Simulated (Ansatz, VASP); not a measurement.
One calculation of Si, two programs

```
CELL_PARAMETERS angstrom
0.00000 2.73492 2.73492
2.73492 0.00000 2.73492
2.73492 2.73492 0.00000
ATOMIC_POSITIONS crystal
Si 0.00000 0.00000 0.00000
Si 0.25000 0.25000 0.25000
```

Alike in both runs: task single point; functional PBE; k mesh 6 × 6 × 6; occupations fermi-dirac, width 0.05 eV; no spin polarisation.

```csv
,VASP,Ansatz
version,VASP 6.6.1,Ansatz 0.2.0
potentials or method,"VASP PAW PBE potentials, release 64 (Si), cutoff 520 eV","all-electron LAPW, scalar-relativistic"
```

```tsv
	VASP	Ansatz	Ansatz less VASP
pressure (GPa)	0.0	0.0	+0.05
```

Ansatz ran all-electron here, and VASP with PAW potentials.
